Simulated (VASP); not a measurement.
# O (R-3m) in VASP: further runs, part 2 of 3

VASP 6.6.1. Earlier steps stand in the parts before.

### 3 Electric field gradients, PBE

The input, INCAR:

```
  ALGO = Normal
  EDIFF = 1E-8
  ENCUT = 520
  GGA = PE
  ISIF = 2
  ISMEAR = -1
  LASPH = T
  LCHARG = F
  LEFG = T
  LREAL = F
  LWAVE = F
  NBANDS = 13
  NELM = 60
  PREC = Accurate
  SIGMA = 0.02
```

The input, KPOINTS:

```
k-points
0
Gamma
  5 5 5
```

The input, POSCAR:

```
O
1.0
    1.4233490221      0.8217709410      3.4083000000
   -1.4233490221      0.8217709410      3.4083000000
    0.0000000000     -1.6435418821      3.4083000000
O
2
Direct
    0.0577000000      0.0577000000      0.0577000000
    0.9423000000      0.9423000000      0.9423000000
```

Potentials or basis: VASP PAW PBE potentials, release 64 (O).

The run is started by

```bash
> cat potpaw_PBE.64/O/POTCAR > POTCAR
> mpirun -np 1 vasp_std > vasp.out
```

OUTCAR:

```text
EDIFF = 1E-8
   ENCUT = 520
   GGA = PE
   ISIF = 2
   ISMEAR = -1
   LASPH = T
   LREAL = F
   NELM = 60
   PREC = Accurate

 ion  position               nearest neighbor table
   1  0.058  0.058  0.058-   2 1.18
   2  0.942  0.942  0.942-   1 1.18

  LATTYP: Found a trigonal (rhomboedric) cell.
 ALAT       =     3.7838788046
 COS(alpha) =     0.7170052526

  Lattice vectors:

 A1 = (   1.4233490221,   0.8217709410,   3.4083000000)
 A2 = (  -1.4233490221,   0.8217709410,   3.4083000000)
 A3 = (   0.0000000000,  -1.6435418821,   3.4083000000)

Analysis of symmetry for initial positions (statically):
=====================================================================
 Subroutine PRICEL returns:
 Original cell was already a primitive cell.

 Routine SETGRP: Setting up the symmetry group for a
 trigonal (rhombohedral) supercell.

 Subroutine GETGRP returns: Found 12 space group operations
 (whereof 12 operations were pure point group operations)
 out of a pool of 12 trial point group operations.

The static configuration has the point symmetry D_3d.

Analysis of symmetry for dynamics (positions and initial velocities):
=====================================================================
 Subroutine PRICEL returns:
 Original cell was already a primitive cell.

 Routine SETGRP: Setting up the symmetry group for a
 trigonal (rhombohedral) supercell.

 Subroutine GETGRP returns: Found 12 space group operations
 (whereof 12 operations were pure point group operations)
 out of a pool of 12 trial point group operations.

The dynamic configuration has the point symmetry D_3d.

 Subroutine INISYM returns: Found 12 space group operations
 (whereof 12 operations are pure point group operations),
 and found     1 'primitive' translations

----------------------------------------------------------------------------------------

                                     Primitive cell

  volume of cell :      23.9195

  direct lattice vectors                    reciprocal lattice vectors
     1.423349022  0.821770941  3.408300000     0.351284184  0.202814018  0.097800467
    -1.423349022  0.821770941  3.408300000    -0.351284184  0.202814018  0.097800467
     0.000000000 -1.643541882  3.408300000     0.000000000 -0.405628037  0.097800467

  length of vectors
     3.783878805  3.783878805  3.783878805     0.417251765  0.417251765  0.417251765

  position of ions in fractional coordinates (direct lattice)
     0.057700000  0.057700000  0.057700000
     0.942300000  0.942300000  0.942300000

  ion indices of the primitive-cell ions
   primitive index   ion index
                 1           1
                 2           2

----------------------------------------------------------------------------------------

 KPOINTS: k-points

Automatic generation of k-mesh.
 Grid dimensions read from file:
 generate k-points for:    5    5    5

 Generating k-lattice:

  Cartesian coordinates                     Fractional coordinates (reciprocal lattice)
     0.070256837  0.040562804  0.019560093     0.200000000  0.000000000  0.000000000
[... 71 lines left out ...]
   IMIX   =      4    mixing-type and parameters
     AMIX     =   0.40;   BMIX     =  1.00
     AMIX_MAG =   1.60;   BMIX_MAG =  1.00
  volume/ion in A,a.u.               =      11.96        80.71
  Fermi-wavevector in a.u.,A,eV,Ry     =   1.300823  2.458199 23.022964  1.692140
  Thomas-Fermi vector in A             =   2.431997
   LORBIT       =      0    0 simple, 1 ext, 2 COOP (PROOUT), +10 PAW based schemes
   GGA     = PE    functional components
   LHFCALC =     F    Hartree Fock is set to
   AEXX    =    0.0000 exact exchange contribution
   IVDW    =     0    specifies the selected vdW correction
   LEPSILON=     F    determine dielectric tensor
   LRPA    =     F    only Hartree local field effects (RPA)
 non-spin polarized calculation
  energy-cutoff  :      520.00
  volume of cell :       23.92
 maximum number of plane-waves:       654
   NGX = 15   NGY = 15   NGZ = 15

 number of electron      11.9999999 magnetization

 Free energy of the ion-electron system (eV)
  ---------------------------------------------------
  ext. energy  EPLUGINS =         0.00000000
  ---------------------------------------------------
  free energy    TOTEN  =        -9.27317766 eV

  energy without entropy =       -9.26725957  energy(sigma->0) =       -9.27021862

 E-fermi :   0.4800     XC(G=0):  -9.1941

 val. band max:        0.4758156898   @ k =  -0.2000   0.4000   0.2000
 cond. band min:       0.4897319165   @ k =  -0.2000   0.2000   0.0000
 fundamental gap:      0.0139162267
 Fermi energy:         0.4800374779

 k-point     1 :       0.0000    0.0000    0.0000
  band No.  band energies     occupation
      1     -27.7395      2.00000
      2     -13.4269      2.00000
      3      -8.7091      2.00000
      4      -6.1508      2.00000
      5      -6.1508      2.00000
      6       0.9952      0.00000
      7       0.9952      0.00000
      8       8.7287      0.00000
      9      12.1633      0.00000
     10      15.4600      0.00000
     11      19.1381      0.00000
     12      21.7516      0.00000
     13      21.7516      0.00000
[... 274 lines left out ...]
  band No.  band energies     occupation
      1     -27.5570      2.00000
      2     -14.3355      2.00000
      3      -7.1287      2.00000
      4      -6.5464      2.00000
      5      -6.3946      2.00000
      6       0.5263      0.18027
      7       1.0973      0.00000
      8       9.1402      0.00000
      9      10.5327      0.00000
     10      14.4658      0.00000
     11      17.1930      0.00000
     12      22.1971      0.00000
     13      23.2838      0.00000

------------------------ aborting loop because EDIFF is reached ----------------------------------------

  FORCE on cell =-STRESS in cart. coord.  units (eV):
  Direction    XX          YY          ZZ          XY          YZ          ZX
  --------------------------------------------------------------------------------------
  -------------------------------------------------------------------------------------
  Total       -0.8131001     -0.8131001      5.9202064      0.0000000     -0.0000000      0.0000000
  in kB      -54.4632213    -54.4632213    396.5483816      0.0000000     -0.0000000      0.0000000
  external PRESSURE =      95.8739796 kB  Pullay stress =       0.0000000 kB

 VOLUME and BASIS-vectors are now :
 -----------------------------------------------------------------------------
  energy-cutoff  :      520.00
  volume of cell :       23.92
      direct lattice vectors                 reciprocal lattice vectors
     1.423349022  0.821770941  3.408300000     0.351284184  0.202814018  0.097800467
    -1.423349022  0.821770941  3.408300000    -0.351284184  0.202814018  0.097800467
     0.000000000 -1.643541882  3.408300000     0.000000000 -0.405628037  0.097800467

 POSITION                                       TOTAL-FORCE (eV/Angst)
 -----------------------------------------------------------------------------------
      0.00000     -0.00000      0.58998         0.000000     -0.000000      4.336999
      0.00000     -0.00000      9.63492         0.000000      0.000000     -4.336999
 -----------------------------------------------------------------------------------
    total drift:                                0.000000     -0.000000      0.000000

  FREE ENERGIE OF THE ION-ELECTRON SYSTEM (eV)
  ---------------------------------------------------
  free  energy   TOTEN  =        -9.2731776584 eV

  energy  without entropy=       -9.2672595716  energy(sigma->0) =       -9.27021862

 Electric field gradients (V/A^2)
---------------------------------------------------------------------
 ion       V_xx      V_yy      V_zz      V_xy      V_xz      V_yz
---------------------------------------------------------------------
   1     -59.486   -59.486   118.972    -0.000     0.000     0.000
   2     -59.486   -59.486   118.972    -0.000     0.000     0.000
---------------------------------------------------------------------

 Electric field gradients after diagonalization (V/A^2)
 (convention: |V_zz| > |V_xx| > |V_yy|)
----------------------------------------------------------------------
 ion       V_xx      V_yy      V_zz     asymmetry (V_yy - V_xx)/ V_zz
----------------------------------------------------------------------
   1     -59.486   -59.486   118.972       0.000
   2     -59.486   -59.486   118.972       0.000
----------------------------------------------------------------------

           NMR quadrupolar parameters

 Cq : quadrupolar parameter    Cq=e*Q*V_zz/h
 eta: asymmetry parameters     (V_yy - V_xx)/ V_zz
 Q  : nuclear electric quadrupole moment in mb (millibarn)
----------------------------------------------------------------------
 ion       Cq(MHz)       eta       Q (mb)
----------------------------------------------------------------------
   1       0.288       0.000       1.000
   2       0.288       0.000       1.000
----------------------------------------------------------------------
```

OSZICAR:

```text
N       E                     dE             d eps       ncg     rms          rms(c)
DAV:   1     0.395641466427E+02    0.39564E+02   -0.62918E+03   494   0.844E+02
DAV:   2    -0.808516118085E+01   -0.47649E+02   -0.45964E+02   650   0.189E+02
DAV:   3    -0.959579865626E+01   -0.15106E+01   -0.14871E+01   539   0.304E+01
DAV:   4    -0.960011113712E+01   -0.43125E-02   -0.43123E-02   579   0.200E+00
DAV:   5    -0.960012726548E+01   -0.16128E-04   -0.16128E-04   544   0.115E-01    0.462E+00
DAV:   6    -0.933173384993E+01    0.26839E+00   -0.24033E-01   519   0.447E+00    0.242E+00
DAV:   7    -0.927085137885E+01    0.60882E-01   -0.21425E-01   559   0.411E+00    0.491E-01
DAV:   8    -0.927312289960E+01   -0.22715E-02   -0.15249E-02   499   0.104E+00    0.853E-02
DAV:   9    -0.927316840837E+01   -0.45509E-04   -0.16560E-04   599   0.117E-01    0.269E-02
DAV:  10    -0.927317688898E+01   -0.84806E-05   -0.22620E-05   504   0.468E-02    0.743E-03
DAV:  11    -0.927317795616E+01   -0.10672E-05   -0.42941E-06   539   0.183E-02    0.468E-03
DAV:  12    -0.927317758548E+01    0.37069E-06   -0.65624E-07   559   0.744E-03    0.123E-03
DAV:  13    -0.927317764689E+01   -0.61413E-07   -0.10912E-07   494   0.283E-03    0.220E-04
DAV:  14    -0.927317765926E+01   -0.12371E-07   -0.19837E-09   362   0.397E-04    0.428E-05
DAV:  15    -0.927317765838E+01    0.88119E-09   -0.27958E-10   247   0.156E-04
   1 F= -.92731777E+01 E0= -.92702186E+01  d E =-.591809E-02
```

stdout:

```text
POSCAR found type information on POSCAR O
 POSCAR found :  1 types and       2 ions
 scaLAPACK will be used
 LDA part: xc-table for (Slater+PW92), standard interpolation
 POSCAR, INCAR and KPOINTS ok, starting setup
 FFT: planning ... GRIDC
 FFT: planning ... GRID_SOFT
 FFT: planning ... GRID
 WAVECAR not read
 entering main loop
ion   1

ion   2
```

Wall time 5.1 s (1 thread of Intel Xeon 6975P-C (Granite Rapids), shared host); peak memory 0.14 GiB.

What came out:

```
Free energy            : -9.2732 eV
Pressure               : 9.6 GPa
Largest force          : 4.337 eV/Å
Band gap on the k mesh : zero (band 6 reaches 1.22 eV, above the bottom of band 7 at 0.16 eV)
```

Forces in eV/Å, atoms in the order of the input:
```
O    0.000  0.000  4.337
O    0.000  0.000 -4.337
```

Stress tensor (GPa, compression positive):
```
-5.45  0.00  0.00
 0.00 -5.45  0.00
 0.00  0.00 39.65
```

Electric field gradients, principal values (V/Å²):
```
atom    least   middle  greatest (by size)
 1 O  -59.486  -59.486             118.972
 2 O  -59.486  -59.486             118.972
```

Caveat: the k points lie up to 0.52 Å⁻¹ apart; the standard files for N, O and F lose accuracy on very short bonds; spin is off for a triplet molecule; without QUAD_EFG the Cq values of the log hold for a quadrupole moment of 1 mb, not for the nuclei; forces of over 1 eV/Å act on the atoms, so gaps and moduli don't describe the material at rest.

(Part 2 of 3 ends here.)
